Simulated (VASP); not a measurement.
## Ti: relaxation of cell and atoms with r2SCAN

The system is Ti.

```
Ti
1.0
     2.95000    0.00000    0.00000
    -1.47500    2.55477    0.00000
     0.00000    0.00000    4.68600
Ti
2
Cartesian
  0.0000 1.7032 1.1715
  1.4750 0.8516 3.5145
```

- Program: VASP 6.6.1
- Task: relaxation of cell and atoms
- Functional: r2SCAN
- Potentials or basis: VASP PAW PBE potentials, release 64 (Ti_sv)
- Cutoff: 600 eV
- k mesh: 12 × 12 × 7
- Occupations: fermi-dirac, width 0.05 eV
- Spin: collinear spin
- Starting moments: [1.0, 1.0] μB
- Dipole correction: no
- Further INCAR settings: ALGO = Normal; EDIFF = 1e-06; IBRION = 2; EDIFFG = -0.01; NSW = 80; ISIF = 3

* Relaxed volume: 17.36 Å³/atom
* Relaxed cell: a = 2.939 Å, b = 2.939 Å, c = 4.642 Å, α = 90.00°, β = 90.00°, γ = 120.00°
* Space group after relaxing (to 0.1 Å): P6_3/mmc (No. 194)
* Energy gained by relaxing: 1.8 meV/atom
* Ionic steps: 6
* Pressure after relaxing: 0.0 GPa
* Band gap on the k mesh: zero (filled and empty bands overlap)
* Net moment: 0.00 μB per cell
* Valence electrons inside the program's atomic spheres: Ti 10.22

The path:
```csv
step,energy change (eV),largest force (eV/Å),pressure (GPa),volume (Å³)
1,0.0000,0.0000,-1.88,35.32
2,-0.0012,0.0000,1.63,34.27
3,-0.0035,0.0000,0.02,34.73
4,-0.0035,0.0000,0.07,34.72
5,-0.0036,0.0000,0.04,34.73
6,-0.0036,0.0000,0.03,34.73
```

Final structure:
```xyz
2
Lattice="2.9390 0.0000 0.0000 -1.4695 2.5453 0.0000 0.0000 0.0000 4.6425" Properties=species:S:1:pos:R:3 pbc="T T T"
Ti    0.0000    1.6969    1.1606
Ti    1.4695    0.8484    3.4818
```

Levels at points of the mesh, in eV from the Fermi level:
Spin up:
| k point | band 8 | band 9 | band 10 | band 11 | band 12 | band 13 | band 14 | band 15 | band 16 | band 17 |
| --- | --- | --- | --- | --- | --- | --- | --- | --- | --- | --- |
| (0.00, 0.00, 0.00) | -34.04 | -6.63 | -2.87 | 0.58 | 0.86 | 0.86 | 0.98 | 1.39 | 1.39 | 1.81 |
| (0.50, 0.00, 0.00) | -34.11 | -2.53 | -2.29 | -1.94 | -0.86 | 0.60 | 0.70 | 1.27 | 3.53 | 3.76 |
Spin down:
```tsv
k point	band 8	band 9	band 10	band 11	band 12	band 13	band 14	band 15	band 16	band 17
(0.00, 0.00, 0.00)	-34.04	-6.63	-2.87	0.58	0.86	0.86	0.98	1.39	1.39	1.81
(0.50, 0.00, 0.00)	-34.11	-2.53	-2.29	-1.94	-0.86	0.60	0.70	1.27	3.53	3.76
```

Wall time 27 min on 1 thread of Oxide Virtual Turin-like Processor, with other jobs on the host, peak memory 0.21 GiB.

Caveat: the PAW data sets were made with another functional, which shifts forces and pressure a little.
